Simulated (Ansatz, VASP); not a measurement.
**Cu in VASP and in Ansatz**

The input INCAR:

```
PREC = Accurate
ENCUT = 520
EDIFF = 1E-7
ISMEAR = -1
SIGMA = 0.08
LREAL = False
LASPH = True
NELM = 80
ALGO = Normal
ISIF = 2
LWAVE = False
LCHARG = False
GGA = CA
NBANDS = 12
```

KPOINTS

```
regular mesh
0
Gamma
  19 19 19
```

The input POSCAR:

```
Cu
1.0
   -1.3244085997      1.3244085997      1.3244085997
    1.3244085997     -1.3244085997      1.3244085997
    1.3244085997      1.3244085997     -1.3244085997
Cu
1
Direct
    0.0000000000      0.0000000000      0.0000000000
```

Input for Ansatz:

```yaml
crystal:
  lattice:
    - [-1.3244085997, 1.3244085997, 1.3244085997]
    - [1.3244085997, -1.3244085997, 1.3244085997]
    - [1.3244085997, 1.3244085997, -1.3244085997]
  atoms:
    - { symbol: Cu, position: [0.0, 0.0, 0.0] }
kpoints:
  mp_grid: { grid: [19, 19, 19] }
scf:
  occupations: { method: fermi_dirac, width: 0.08 }
hamiltonian:
  xc: lda
  pseudopotentials: { kind: all_electron, lapw: { basis_error: 0.001 } }
output:
  forces: true
  stress: true
  eigenvalues: true
  populations: true
```

Change from the starting cell: volume scaled by 0.85, LAPW.

Alike in both runs: task single point; functional LDA; k mesh 19 × 19 × 19; occupations fermi-dirac, width 0.08 eV; no spin polarisation.

```csv
,VASP,Ansatz
version,VASP 6.6.1,Ansatz 0.2.0
potentials or method,"VASP PAW LDA potentials, release 64 (Cu), cutoff 520 eV","all-electron LAPW, scalar-relativistic"
```

Ansatz gave:

| Property | Result |
| --- | --- |
| pressure (GPa) | 45.4 |

Problem. What did VASP give for the same quantities?

Solution. Pressure (GPa): 46.3.

LDA's correlation is that of Perdew and Zunger in VASP and of Perdew and Wang (1992) in Ansatz. Both programs put the cell under a high pressure, so it lies far from rest at this level. Ansatz ran all-electron here, and VASP with PAW potentials.
